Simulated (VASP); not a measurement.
GaS3:

```xyz
4
Lattice="3.8429 0.0000 0.0000 -1.9214 3.3280 0.0000 0.0000 0.0000 7.2621" Properties=species:S:1:pos:R:3 pbc="T T T"
Ga    0.0000    0.0000    0.0000
S     1.9214    0.0000    0.0000
S    -0.9607    1.6640    0.0000
S     0.9607    1.6640    0.0000
```

The cell was built from a structure type or drawn by symmetry, and may not be a known phase.

- Program: VASP 6.6.1
- Task: relaxation of cell and atoms
- Functional: PBE
- Potentials or basis: VASP PAW PBE potentials, release 64 (Ga_d, S)
- Cutoff: 600 eV
- k mesh: 6 × 6 × 4
- Occupations: gaussian, width 0.1 eV
- Spin: no spin polarisation

At the start: pressure 103.5 GPa; volume 23.22 Å³/atom.

Problem. How do energy, volume and symmetry change on relaxing?

Solution. Over 7 steps the energy falls by 5387.0 meV/atom and the volume is 42.64 Å³/atom (+83.6 %); space group P6/mmm (No. 191, to 0.1 Å) before and after.

Step by step:
```
step  energy change (eV)  largest force (eV/Å)  pressure (GPa)  volume (Å³)
   1              0.0000                0.0000          103.47        92.88
   2             -7.4182                0.0000          -13.02       403.39
   3            -20.6130                0.0000           -4.22       209.09
   4            -21.0298                0.0000           -3.42       197.55
   5            -21.5030                0.0000            1.60       163.92
   6            -21.5406                0.0000           -0.57       173.04
   7            -21.5481                0.0000           -0.06       170.56
```

Final structure:
```
CELL_PARAMETERS angstrom
5.20942 0.00000 0.00000
-2.60471 4.51149 0.00000
0.00000 0.00000 7.25737
ATOMIC_POSITIONS crystal
Ga 0.00000 0.00000 0.00000
S 0.50000 0.00000 0.00000
S 0.00000 0.50000 0.00000
S 0.50000 0.50000 0.00000
```

Caveat: the volume moved by over 15 % at a fixed basis, so the end points are rough.
